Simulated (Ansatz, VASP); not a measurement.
**Sc3C in VASP and in Ansatz**

```xyz
4
Lattice="0.0000 3.2184 3.2184 3.2184 0.0000 3.2184 3.2184 3.2184 0.0000" Properties=species:S:1:pos:R:3 pbc="T T T"
Sc    1.6092    1.6092    1.6092
Sc    0.0000    0.0000    0.0000
Sc    4.8276    4.8276    4.8276
C     3.2184    3.2184    3.2184
```

Change from the starting cell: species swapped into the AlNi3 type (Fm-3m, No. 225).

Alike in both runs: functional PBE; k mesh 12 × 12 × 12; occupations gaussian, width 0.1 eV; no spin polarisation.

Ansatz relaxed the structure, and its values are those at the end. VASP's run is a single point on that final structure, the one shown.

|  | VASP | Ansatz |
| --- | --- | --- |
| version | VASP 6.6.1 | Ansatz 0.2.0 |
| potentials or method | VASP PAW PBE potentials, release 64 (Sc_sv, C), cutoff 600 eV | scalar-relativistic, plane waves, PAW |
| valence electrons in the cell | 37 | 37 |

```csv
,VASP,Ansatz,Ansatz less VASP
gap on the k mesh at the Fermi level (eV),none,none,-
pressure (GPa),0.2,0.0,-0.21
```

A gap of «none» marks a metal or a gap that the smearing closes.
